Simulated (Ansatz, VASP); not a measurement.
# KF: VASP beside Ansatz

Contents of INCAR:

```
ALGO = Normal
EDIFF = 1E-7
ENCUT = 520
GGA = PE
ISIF = 2
ISMEAR = 0
LASPH = True
LCHARG = False
LREAL = False
LWAVE = False
NBANDS = 15
NELM = 60
PREC = Accurate
SIGMA = 0.02
```

Contents of KPOINTS:

```
k-points
0
Gamma
  8 8 8
```

The input POSCAR:

```
KF
1.0
    0.0000000000      2.7100386135      2.7100386135
    2.7100386135      0.0000000000      2.7100386135
    2.7100386135      2.7100386135      0.0000000000
K F
1 1
Direct
    0.0000000000      0.0000000000      0.0000000000
    0.5000000000      0.5000000000      0.5000000000
```

Input for Ansatz:

```yaml
crystal:
  lattice:
    - [0.0, 2.7100386135, 2.7100386135]
    - [2.7100386135, 0.0, 2.7100386135]
    - [2.7100386135, 2.7100386135, 0.0]
  atoms:
    - { symbol: K, position: [0.0, 0.0, 0.0] }
    - { symbol: F, position: [0.5, 0.5, 0.5] }
basis:
  ecutwfc: 420
kpoints:
  mp_grid: { grid: [8, 8, 8] }
  band_path: { path: [VBM, CBM], npoints: 2 }
hamiltonian:
  xc: pbe
scf:
  occupations: { method: gaussian, width: 0.02 }
output:
  forces: false
  stress: false
  eigenvalues: true
checkpoint:
  read: start.run
  write: ck
  compress: false
  write_wavefunctions: false
  write_every: 100000
```

Alike in both runs: task single point; functional PBE; k mesh 8 × 8 × 8; occupations gaussian, width 0.02 eV; no spin polarisation.

|  | VASP | Ansatz |
| --- | --- | --- |
| version | VASP 6.6.1 | Ansatz 0.2.0 |
| potentials or method | VASP PAW PBE potentials, release 64 (K_sv, F), cutoff 520 eV | scalar-relativistic, plane waves, PAW |
| valence electrons in the cell | 16 | 16 |

```csv
,VASP,Ansatz,Ansatz less VASP
gap on the k mesh at the Fermi level (eV),5.95,5.96,+0.014
least direct gap on the mesh (eV),5.95,5.96,+0.014
```
